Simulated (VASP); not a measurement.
# SrO (Fm-3m) in VASP: further runs, part 2 of 2

VASP 6.6.1. The steps go on from the part before.

### Step 3. Relaxation of cell and atoms, PBE, target pressure 30 GPa, at which the enthalpy is minimised

The input, INCAR:

```
  PREC = Accurate
  ENCUT = 600
  EDIFF = 1E-7
  ISMEAR = -1
  SIGMA = 0.05
  LREAL = False
  LASPH = True
  NELM = 60
  ALGO = Normal
  ISIF = 3
  LWAVE = False
  LCHARG = False
  GGA = PE
  IBRION = 2
  NSW = 60
  EDIFFG = -0.01
  PSTRESS = 300.0
```

The input, KPOINTS:

```
Automatic mesh
0
Gamma
  9 9 9
```

The input, POSCAR:

```
SrO
1.0
    0.0000000000      2.5663000000      2.5663000000
    2.5663000000      0.0000000000      2.5663000000
    2.5663000000      2.5663000000      0.0000000000
Sr O
1 1
Direct
    0.5000000000      0.5000000000      0.5000000000
    0.0000000000      0.0000000000      0.0000000000
```

Potentials or basis: VASP PAW PBE potentials, release 64 (Sr_sv, O).

Launch:

```
> cat potpaw_PBE.64/Sr_sv/POTCAR potpaw_PBE.64/O/POTCAR > POTCAR
> mpirun -np 1 vasp_std > vasp.out
```

OUTCAR:

```text
PREC = Accurate
   ENCUT = 600
   EDIFF = 1E-7
   ISMEAR = -1
   LREAL = False
   LASPH = True
   NELM = 60
   ISIF = 3
   GGA = PE
   IBRION = 2
   NSW = 60
   EDIFFG = -0.01
   PSTRESS = 300.0

 ion  position               nearest neighbor table
   1  0.500  0.500  0.500-   2 2.57   2 2.57   2 2.57   2 2.57   2 2.57   2 2.57
   2  0.000  0.000  0.000-   1 2.57   1 2.57   1 2.57   1 2.57   1 2.57   1 2.57

  LATTYP: Found a face centered cubic cell.
 ALAT       =     5.1326000000

  Lattice vectors:

 A1 = (   0.0000000000,   2.5663000000,   2.5663000000)
 A2 = (   2.5663000000,   0.0000000000,   2.5663000000)
 A3 = (   2.5663000000,   2.5663000000,   0.0000000000)

Analysis of symmetry for initial positions (statically):
=====================================================================
 Subroutine PRICEL returns:
 Original cell was already a primitive cell.

 Routine SETGRP: Setting up the symmetry group for a
 face centered cubic supercell.

 Subroutine GETGRP returns: Found 48 space group operations
 (whereof 48 operations were pure point group operations)
 out of a pool of 48 trial point group operations.

The static configuration has the point symmetry O_h .

[... 171 lines left out ...]
  external PRESSURE =    -261.6756256 kB  Pullay stress =     300.0000000 kB
[... 215 lines left out ...]
--------------------------------------- Ionic step        7  -------------------------------------------

 number of electron      15.9999999 magnetization

 Free energy of the ion-electron system (eV)
  ---------------------------------------------------
  ext. energy  EPLUGINS =         0.00000000
  ---------------------------------------------------
  free energy    TOTEN  =       -11.52917483 eV

  energy without entropy =      -11.52917483  energy(sigma->0) =      -11.52917483

 E-fermi :   3.8580     XC(G=0): -10.9153

 val. band max:        2.6928737960   @ k =   0.4444   0.4444   0.0000
 cond. band min:       5.7614816559   @ k =   0.4444   0.4444   0.0000
 fundamental gap:      3.0686078599
 Fermi energy:         3.8580311893

 k-point     1 :       0.0000    0.0000    0.0000
  band No.  band energies     occupation
      1     -29.2382      2.00000
      2     -12.6837      2.00000
      3     -10.6034      2.00000
      4     -10.6034      2.00000
      5     -10.6034      2.00000
      6       2.6240      2.00000
      7       2.6240      2.00000
      8       2.6240      2.00000
      9       8.0580      0.00000
     10       9.1820      0.00000
     11       9.1820      0.00000
     12       9.1820      0.00000
[... 331 lines left out ...]
 k-point    24 :       0.4444    0.4444    0.0000
  band No.  band energies     occupation
      1     -28.8612      2.00000
      2     -13.0809      2.00000
      3     -11.9092      2.00000
      4     -11.2246      2.00000
      5     -11.2246      2.00000
      6       2.4560      2.00000
      7       2.6929      2.00000
      8       2.6929      2.00000
      9       5.7615      0.00000
     10      11.8277      0.00000
     11      13.9296      0.00000
     12      14.7278      0.00000

 [... further k-points ...]

------------------------ aborting loop because EDIFF is reached ----------------------------------------

  FORCE on cell =-STRESS in cart. coord.  units (eV):
  Direction    XX          YY          ZZ          XY          YZ          ZX
  --------------------------------------------------------------------------------------
  -------------------------------------------------------------------------------------
  Total        5.3106538      5.3106538      5.3106538      0.0000000      0.0000000      0.0000000
  in kB      300.0514760    300.0514760    300.0514760      0.0000000      0.0000000      0.0000000
  external PRESSURE =       0.0514760 kB  Pullay stress =     300.0000000 kB
[... 21 lines left out ...]
  energy  without entropy=      -11.5291748261  energy(sigma->0) =      -11.52917483

  enthalpy is  TOTEN    =        -6.2194321098 eV   P V=        5.3097427163

 reached required accuracy - stopping structural energy minimisation
```

It took 1.7 min on 1 thread of AMD EPYC 9R14 (Zen 4), shared host; peak memory 0.15 GiB.

Results:

* Free energy: -11.5292 eV
* Relaxed volume: 14.18 Å³/atom
* Relaxed cell: a = 3.423 Å, b = 3.423 Å, c = 3.423 Å, α = 60.00°, β = 60.00°, γ = 60.00°
* Space group after relaxing (to 0.1 Å): Fm-3m (No. 225)
* Energy change on relaxing (the run minimises the enthalpy): +254.8 meV/atom
* Ionic steps: 7
* Pressure after relaxing: 30.0 GPa
* Band gap on the k mesh: 3.07 eV

The path:
| step | energy change (eV) | largest force (eV/Å) | pressure (GPa) | volume (Å³) |
| --- | --- | --- | --- | --- |
| 1 | 0.0000 | 0.0000 | 3.83 | 33.80 |
| 2 | 3.0730 | 0.0000 | 115.66 | 22.02 |
| 3 | 0.4485 | 0.0000 | 27.60 | 28.70 |
| 4 | 0.4940 | 0.0000 | 29.40 | 28.44 |
| 5 | 0.5128 | 0.0000 | 30.13 | 28.34 |
| 6 | 0.5047 | 0.0000 | 29.81 | 28.38 |
| 7 | 0.5095 | 0.0000 | 30.01 | 28.36 |

Final structure:
```
Sr O
1.0
     0.00000    2.42035    2.42035
     2.42035    0.00000    2.42035
     2.42035    2.42035    0.00000
Sr O
1 1
Direct
  0.50000 0.50000 0.50000
  0.00000 0.00000 0.00000
```

Caveat: the cell is relaxed towards a set pressure, so the run minimises the enthalpy, not the energy; the volume moved by over 15 % at a fixed basis, so the end points are rough; an odd mesh through Γ misses points on the zone boundary, where band edges can lie.

### Step 4. Relaxation of cell and atoms, PBE

The input, INCAR:

```
SYSTEM = SrO
PREC = Accurate
ENCUT = 600
EDIFF = 1E-6
ISMEAR = -1
SIGMA = 0.05
LREAL = .False.
LASPH = .True.
NELM = 60
ALGO = Normal
ISIF = 3
LWAVE = .False.
LCHARG = .False.
GGA = PE
IBRION = 2
NSW = 80
EDIFFG = -0.02
```

The input, KPOINTS:

```
regular mesh
0
Gamma
  9 9 9
  0 0 0
```

POSCAR is that of step 3.

Launch:

```
> cat potpaw_PBE.64/Sr_sv/POTCAR potpaw_PBE.64/O/POTCAR > POTCAR
> mpirun -np 1 vasp_std > vasp.out
```

Wall time 44 s (1 thread of AMD EPYC 9R14 (Zen 4), shared host); peak memory 0.15 GiB.

Results (log left out):

```yaml
Free_energy: -12.0552 eV
Relaxed_volume: 17.62 Å³/atom
Relaxed_cell: a = 3.680 Å, b = 3.680 Å, c = 3.680 Å, α = 60.00°, β = 60.00°, γ = 60.00°
Space_group_after_relaxing_to_0.1_Å: Fm-3m (No. 225)
Energy_gained_by_relaxing: 8.2 meV/atom
Ionic_steps: 3
Pressure_after_relaxing: 0.0 GPa
Band_gap_on_the_k_mesh: 3.34 eV (least direct gap 3.46 eV)
```

The path:
```
step  energy change (eV)  largest force (eV/Å)  pressure (GPa)  volume (Å³)
   1              0.0000                0.0000            3.83        33.80
   2             -0.0140                0.0000           -1.33        35.82
   3             -0.0164                0.0000            0.01        35.23
```

Final structure:
```cif
data_structure
_symmetry_space_group_name_H-M 'P 1'
_symmetry_Int_Tables_number 1
_cell_length_a 3.6797
_cell_length_b 3.6797
_cell_length_c 3.6797
_cell_angle_alpha 60.000
_cell_angle_beta 60.000
_cell_angle_gamma 60.000
_cell_volume 35.23
loop_
_atom_site_label
_atom_site_type_symbol
_atom_site_fract_x
_atom_site_fract_y
_atom_site_fract_z
_atom_site_occupancy
Sr1 Sr 0.50000 0.50000 0.50000 1
O1 O 0.00000 0.00000 0.00000 1
```

Levels at points of the mesh, in eV from the valence-band top:
```
           k point  band 6  band 7  band 8  band 9  band 10  band 11
(0.00, 0.00, 0.00)    0.00    0.00    0.00    3.73     6.13     6.13
```

Caveat: an odd mesh through Γ misses points on the zone boundary, where band edges can lie. Zero-point motion and thermal expansion aren't in these numbers.

### Step 5. The runs side by side

| cell | gap on the mesh (eV) | pressure (GPa) |
| --- | --- | --- |
| relaxed to 20 GPa | 3.21 | 19.9 |
| relaxed to 30 GPa | 3.07 | 30.0 |
| relaxed | 3.34 | 0.0 |

Alike in all rows: task relaxation of cell and atoms; level PBE; potentials or basis VASP PAW PBE potentials, release 64 (Sr_sv, O); no spin polarisation; k mesh 9 × 9 × 9; cutoff (eV) 600; smearing fermi-dirac 0.05 eV.

Caveats: an odd mesh through Γ misses points on the zone boundary, where band edges can lie; the cell is relaxed towards a set pressure, so the run minimises the enthalpy, not the energy (at least some runs); the volume moved by over 15 % at a fixed basis, so the end points are rough (at least some runs).

Total energies depend on the potentials used, so only differences within one code and one set of settings carry meaning.
